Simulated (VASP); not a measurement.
Write the native input for VASP 6.6.1 that does the following.

- Task: electric field gradients
- Functional: PBEsol
- Potentials or basis: VASP PAW PBE potentials, release 64 (Li_sv)
- Cutoff: 520 eV
- k mesh: 15 × 15 × 15
- Occupations: fermi-dirac, width 0.08 eV
- Spin: no spin polarisation
- Dipole correction: no
- Further INCAR settings: ALGO = Normal; EDIFF = 1e-08; NBANDS = 8

The structure of Li lies in POSCAR:

```
Li
1.0
   -1.7500000000      1.7500000000      1.7500000000
    1.7500000000     -1.7500000000      1.7500000000
    1.7500000000      1.7500000000     -1.7500000000
Li
1
Direct
    0.0000000000      0.0000000000      0.0000000000
```

One way to write it, as run:

INCAR

```
SYSTEM = Li
ALGO = Normal ; EDIFF = 1E-8
ENCUT = 520 ; GGA = PS
ISIF = 2 ; ISMEAR = -1
LASPH = .TRUE. ; LCHARG = .FALSE.
LEFG = .TRUE. ; LREAL = .FALSE.
LWAVE = .FALSE. ; NBANDS = 8
NELM = 100 ; PREC = Accurate
SIGMA = 0.08
```

KPOINTS

```
k-points
0
G
  15 15 15
  0 0 0
```

Potentials or basis: VASP PAW PBE potentials, release 64 (Li_sv).

Run with:

```bash
$ cat potpaw_PBE.64/Li_sv/POTCAR > POTCAR
$ mpirun -np 1 vasp_std > vasp.out
```

It took 23 s on 1 thread of AMD EPYC 7R13, on a shared host, peak memory 0.11 GiB.
